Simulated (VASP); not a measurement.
# As (Cmce) in VASP: single point with PBE

Aim: the single point of As with PBE.

All numbers are computed with VASP 6.6.1; they aren't measurements. Logs are shortened: lines on timing, memory, paths and dates and some standing lists are left out, and cuts for length are marked.

### 1 The cell of the first run

It takes space group Cmce (No. 64, orthorhombic). The conventional cell has a = 3.705 Å, b = 11.413 Å, c = 4.669 Å, α = 90.00°, β = 90.00°, γ = 90.00°. Within 3.3 Å of As (site symmetry m) lie 3 As at 2.50 to 2.51 Å.

### 2 Single point, PBE

INCAR reads:

```
PREC = Accurate
ENCUT = 500
EDIFF = 1E-6
ISMEAR = -1
SIGMA = 0.1
LREAL = False
LASPH = True
NELM = 120
ALGO = Normal
ISIF = 2
LWAVE = False
LCHARG = False
GGA = PE
NBANDS = 18
GGA_COMPAT = False
```

KPOINTS reads:

```
Automatic mesh
0
Gamma
  12 12 9
```

POSCAR reads:

```
As
1.0
    1.8527304186     -5.7062613845      0.0000000000
    1.8527304186      5.7062613845      0.0000000000
    0.0000000000      0.0000000000      4.6691110013
As
4
Direct
    0.1059894032      0.8940105968      0.9312775131
    0.6059894032      0.3940105968      0.5687224869
    0.8940105968      0.1059894032      0.0687224869
    0.3940105968      0.6059894032      0.4312775131
```

Potentials or basis: VASP PAW PBE potentials, release 64 (As).

On the command line:

```sh
cat potpaw_PBE.64/As/POTCAR > POTCAR
mpirun -np 1 vasp_std > vasp.out
```

OUTCAR:

```text
PREC = Accurate
   ENCUT = 500
   EDIFF = 1E-6
   ISMEAR = -1
   LREAL = False
   LASPH = True
   NELM = 120
   ISIF = 2
   GGA = PE

 ion  position               nearest neighbor table
   1  0.106  0.894  0.931-   3 2.50   2 2.51   2 2.51
   2  0.606  0.394  0.569-   4 2.50   1 2.51   1 2.51
   3  0.894  0.106  0.069-   1 2.50   4 2.51   4 2.51
   4  0.394  0.606  0.431-   2 2.50   3 2.51   3 2.51

  LATTYP: Found a base centered orthorhombic cell.
 ALAT       =     3.7054608372
 B/A-ratio  =     3.0799199534
 C/A-ratio  =     1.2600621640

  Lattice vectors:

 A1 = (   1.8527304186,  -5.7062613845,   0.0000000000)
 A2 = (   1.8527304186,   5.7062613845,   0.0000000000)
 A3 = (   0.0000000000,   0.0000000000,   4.6691110013)

Analysis of symmetry for initial positions (statically):
=====================================================================
 Subroutine PRICEL returns:
 Original cell was already a primitive cell.

 Routine SETGRP: Setting up the symmetry group for a
 base centered orthorhombic supercell.

 Subroutine GETGRP returns: Found  8 space group operations
 (whereof  4 operations were pure point group operations)
 out of a pool of  8 trial point group operations.

The static configuration has the point symmetry C_2h.
 The point group associated with its full space group is D_2h.

Analysis of symmetry for dynamics (positions and initial velocities):
=====================================================================
 Subroutine PRICEL returns:
 Original cell was already a primitive cell.

 Routine SETGRP: Setting up the symmetry group for a
 base centered orthorhombic supercell.

 Subroutine GETGRP returns: Found  8 space group operations
 (whereof  4 operations were pure point group operations)
 out of a pool of  8 trial point group operations.

The dynamic configuration has the point symmetry C_2h.
 The point group associated with its full space group is D_2h.

 Subroutine INISYM returns: Found  8 space group operations
 (whereof  4 operations are pure point group operations),
 and found     1 'primitive' translations

----------------------------------------------------------------------------------------

                                     Primitive cell

  volume of cell :      98.7252

  direct lattice vectors                    reciprocal lattice vectors
     1.852730419 -5.706261385  0.000000000     0.269871966 -0.087623045  0.000000000
     1.852730419  5.706261385  0.000000000     0.269871966  0.087623045  0.000000000
     0.000000000  0.000000000  4.669111001     0.000000000  0.000000000  0.214173533

  length of vectors
     5.999502395  5.999502395  4.669111001     0.283740508  0.283740508  0.214173533

  position of ions in fractional coordinates (direct lattice)
     0.105989403  0.894010597  0.931277513
     0.605989403  0.394010597  0.568722487
     0.894010597  0.105989403  0.068722487
     0.394010597  0.605989403  0.431277513

  ion indices of the primitive-cell ions
   primitive index   ion index
                 1           1
                 2           2
                 3           3
                 4           4

----------------------------------------------------------------------------------------

 KPOINTS: Automatic mesh

Automatic generation of k-mesh.
 Grid dimensions read from file:
 generate k-points for:   12   12    9

 Generating k-lattice:

  Cartesian coordinates                     Fractional coordinates (reciprocal lattice)
     0.022489330 -0.007301920  0.000000000     0.083333333 -0.000000000  0.000000000
     0.022489330  0.007301920  0.000000000    -0.000000000  0.083333333  0.000000000
     0.000000000  0.000000000  0.023797059     0.000000000  0.000000000  0.111111111

  Length of vectors
     0.023645042  0.023645042  0.023797059

  Shift w.r.t. Gamma in fractional coordinates (k-lattice)
     0.000000000  0.000000000  0.000000000

 Subroutine IBZKPT returns following result:
 ===========================================

 Found    215 irreducible k-points:

 Following reciprocal coordinates:
            Coordinates               Weight
  0.000000  0.000000  0.000000      1.000000
  0.083333  0.000000  0.000000      4.000000
  0.166667  0.000000  0.000000      4.000000
  0.250000  0.000000  0.000000      4.000000
  0.333333  0.000000  0.000000      4.000000
  0.416667 -0.000000  0.000000      4.000000
[... 16 lines left out ...]
  0.500000  0.166667  0.000000      4.000000
 -0.416667  0.166667  0.000000      4.000000
 [... further k-points ...]
   k-points           NKPTS =    215   k-points in BZ     NKDIM =    215   number of bands    NBANDS=     18
   number of dos      NEDOS =    301   number of ions     NIONS =      4
   total plane-waves  NPLWV =  82944
   dimension x,y,z NGX =    48 NGY =   48 NGZ =   36
   dimension x,y,z NGXF=    96 NGYF=   96 NGZF=   72
   ions per type =               4
   NGX,Y,Z   is equivalent  to a cutoff of  13.30, 13.30, 12.82 a.u.
   NGXF,Y,Z  is equivalent  to a cutoff of  26.60, 26.60, 25.64 a.u.
 SYSTEM =  unknown system
   PREC   = accura    normal or accurate (medium, high low for compatibility)
   ISTART =      0    job   : 0-new  1-cont  2-samecut
   ICHARG =      2    charge: 1-file 2-atom 10-const
   ISPIN  =      1    spin polarized calculation?
   LNONCOLLINEAR =      F non collinear calculations
   LSORBIT =      F    spin-orbit coupling
   LASPH  =      T    aspherical Exc in radial PAW
   ENCUT  =  500.0 eV  36.75 Ry    6.06 a.u.  10.94 10.94  8.51*2*pi/ulx,y,z
   NELM   =    120;   NELMIN=  2; NELMDL= -5     # of ELM steps
   EDIFF  = 0.1E-05   stopping-criterion for ELM
   LREAL  =      F    real-space projection
   EDIFFG = 0.1E-04   stopping-criterion for IOM
   NSW    =      0    number of steps for IOM
   IBRION =     -1    ionic relax: 0-MD 1-quasi-New 2-CG
   NFREE  =      0    steps in history (QN), initial steepest desc. (CG)
   ISIF   =      2    stress and relaxation
   ISYM   =      2    0-nonsym 1-usesym 2-fastsym
   POTIM  = 0.5000    time-step for ionic-motion
   TEBEG  =    0.0;   TEEND  =   0.0 temperature during run
   PSTRESS=    0.0 pullay stress
   NELECT =      20.0000    total number of electrons
   NUPDOWN=      -1.0000    fix difference up-down
   EMIN   =  10.00;   EMAX   =-10.00  energy-range for DOS
   EFERMI =   0.00;   METHOD = LEGACY
   ISMEAR =    -1;   SIGMA  =   0.10  broadening in eV -4-tet -1-fermi 0-gaus
   EFERMI_NEDOS =   21; number of points for ismear=-14 and -15
   IALGO  =     38    algorithm
   IMIX   =      4    mixing-type and parameters
     AMIX     =   0.40;   BMIX     =  1.00
     AMIX_MAG =   1.60;   BMIX_MAG =  1.00
  volume/ion in A,a.u.               =      24.68       166.56
  Fermi-wavevector in a.u.,A,eV,Ry     =   0.961484  1.816942 12.577930  0.924452
  Thomas-Fermi vector in A             =   2.090860
   LORBIT       =      0    0 simple, 1 ext, 2 COOP (PROOUT), +10 PAW based schemes
   GGA     = PE    functional components
   LHFCALC =     F    Hartree Fock is set to
   AEXX    =    0.0000 exact exchange contribution
   IVDW    =     0    specifies the selected vdW correction
   LEPSILON=     F    determine dielectric tensor
   LRPA    =     F    only Hartree local field effects (RPA)
 non-spin polarized calculation
  energy-cutoff  :      500.00
  volume of cell :       98.73
 maximum number of plane-waves:      2525
 NGX is ok and might be reduce to    48
   NGX = 21   NGY = 21   NGZ = 17

 number of electron      19.9999998 magnetization

 Free energy of the ion-electron system (eV)
  ---------------------------------------------------
  ext. energy  EPLUGINS =         0.00000000
  ---------------------------------------------------
  free energy    TOTEN  =       -18.61406461 eV

  energy without entropy =      -18.60832213  energy(sigma->0) =      -18.61119337

 E-fermi :   3.9783     XC(G=0):  -9.2768

 val. band max:        3.9727609804   @ k =   0.5000   0.5000   0.0000
 cond. band min:       4.0482241835   @ k =   0.5000   0.4167   0.0000
 fundamental gap:      0.0754632031
 Fermi energy:         3.9782538993

 k-point     1 :       0.0000    0.0000    0.0000
  band No.  band energies     occupation
      1     -10.4279      2.00000
      2      -7.9965      2.00000
      3      -5.5380      2.00000
      4      -2.3319      2.00000
      5      -1.6013      2.00000
      6       0.0601      2.00000
[... 10 lines left out ...]
     17      11.2170      0.00000
     18      11.2974      0.00000

 k-point     2 :       0.0833    0.0000    0.0000
  band No.  band energies     occupation
      1     -10.3593      2.00000
      2      -7.9365      2.00000
      3      -5.6050      2.00000
      4      -2.4879      2.00000
      5      -1.5271      2.00000
      6       0.1233      2.00000
[... 10 lines left out ...]
     17      10.5795      0.00000
     18      11.1447      0.00000

 k-point     3 :       0.1667    0.0000    0.0000
  band No.  band energies     occupation
      1     -10.1548      2.00000
      2      -7.7567      2.00000
      3      -5.8235      2.00000
      4      -2.9389      2.00000
      5      -1.3079      2.00000
      6       0.2215      2.00000
[... 10 lines left out ...]
     17       9.7164      0.00000
     18      10.9887      0.00000

 k-point     4 :       0.2500    0.0000    0.0000
  band No.  band energies     occupation
      1      -9.8191      2.00000
      2      -7.4579      2.00000
      3      -6.2216      2.00000
      4      -3.6097      2.00000
      5      -0.9562      2.00000
      6      -0.1222      2.00000
[... 375 lines left out ...]
      4      -4.9813      2.00000
      5      -0.1165      2.00000
      6       0.3040      2.00000
[... 10 lines left out ...]
     17      11.1789      0.00000
     18      11.5244      0.00000

 k-point    23 :       0.5000    0.1667    0.0000
  band No.  band energies     occupation
      1      -9.2584      2.00000
      2      -7.2775      2.00000
      3      -6.8316      2.00000
      4      -4.2484      2.00000
      5      -0.2293      2.00000
      6      -0.0643      2.00000
[... 10 lines left out ...]
     17      11.0944      0.00000
     18      11.1884      0.00000

 k-point    24 :      -0.4167    0.1667    0.0000
  band No.  band energies     occupation
      1      -9.7201      2.00000
      2      -7.6895      2.00000
      3      -6.2333      2.00000
      4      -3.5597      2.00000
      5      -0.5392      2.00000
      6      -0.1566      2.00000
[... 10 lines left out ...]
     17       9.9445      0.00000
     18      10.5940      0.00000

 [... further k-points ...]
[... 5 lines left out ...]
  --------------------------------------------------------------------------------------
  -------------------------------------------------------------------------------------
  Total        0.1090652      0.2133960      0.1788970      0.0000000      0.0000000      0.0000000
  in kB        1.7699807      3.4631305      2.9032581      0.0000000      0.0000000      0.0000000
  external PRESSURE =       2.7121231 kB  Pullay stress =       0.0000000 kB

 VOLUME and BASIS-vectors are now :
 -----------------------------------------------------------------------------
  energy-cutoff  :      500.00
  volume of cell :       98.73
      direct lattice vectors                 reciprocal lattice vectors
     1.852730419 -5.706261385  0.000000000     0.269871966 -0.087623045  0.000000000
     1.852730419  5.706261385  0.000000000     0.269871966  0.087623045  0.000000000
     0.000000000  0.000000000  4.669111001     0.000000000  0.000000000  0.214173533

 POSITION                                       TOTAL-FORCE (eV/Angst)
 -----------------------------------------------------------------------------------
      1.85273      4.49665      4.34824         0.000000     -0.038749      0.037171
      1.85273     -1.20961      2.65543         0.000000     -0.038749     -0.037171
      1.85273     -4.49665      0.32087         0.000000      0.038749     -0.037171
      1.85273      1.20961      2.01368         0.000000      0.038749      0.037171
 -----------------------------------------------------------------------------------
    total drift:                                0.000000      0.000000     -0.000000

  FREE ENERGIE OF THE ION-ELECTRON SYSTEM (eV)
  ---------------------------------------------------
  free  energy   TOTEN  =       -18.6140646060 eV

  energy  without entropy=      -18.6083221259  energy(sigma->0) =      -18.61119337
```

Run time: 3 min. Hardware: 1 thread of Intel Xeon 6975P-C (Granite Rapids), shared host; peak memory 0.46 GiB.

What came out:

* Free energy: -18.6141 eV
* Pressure: 0.3 GPa
* Largest force: 0.054 eV/Å

Forces in eV/Å, atoms in the order of the input:
```
As   0.000 -0.039  0.037
As   0.000 -0.039 -0.037
As   0.000  0.039 -0.037
As   0.000  0.039  0.037
```

Levels at points of the mesh, in eV from the Fermi level:
```csv
k point,band 6,band 7,band 8,band 9,band 10,band 11,band 12,band 13,band 14,band 15
"(0.00, 0.00, 0.00)",-3.92,-3.00,-2.09,-1.78,-0.98,1.60,1.77,2.19,3.02,4.62
"(0.50, 0.00, 0.00)",-3.85,-2.56,-2.56,-2.28,-2.28,0.91,0.91,1.28,1.28,3.12
"(0.50, 0.50, 0.00)",-4.29,-3.24,-1.42,-1.39,-0.06,-0.01,1.77,2.03,2.78,4.67
```
